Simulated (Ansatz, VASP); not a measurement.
**One calculation of Sr, two programs**

```
Sr
1.0
    -2.46137    2.46137    2.49775
     2.46137   -2.46137    2.49775
     2.46137    2.46137   -2.49775
Sr
1
Cartesian
  0.0000 0.0000 0.0000
```

Change from the starting cell: strain +0.015 along x and y, +0.030 along z, atoms carried along.

Alike in both runs: task single point; functional r2SCAN; k mesh 14 × 14 × 14; occupations gaussian, width 0.15 eV; no spin polarisation.

|  | VASP | Ansatz |
| --- | --- | --- |
| version | VASP 6.6.1 | Ansatz 0.2.0 |
| potentials or method | VASP PAW PBE potentials, release 64 (Sr_sv), cutoff 520 eV | scalar-relativistic, plane waves, PAW |
| valence electrons in the cell | 10 | 10 |

```csv
,VASP,Ansatz,Ansatz less VASP
gap on the k mesh at the Fermi level (eV),none,none,-
pressure (GPa),-0.7,-0.7,0.00
```

VASP's potentials were made for PBE, not for r2SCAN. A gap of «none» marks a metal or a gap that the smearing closes.
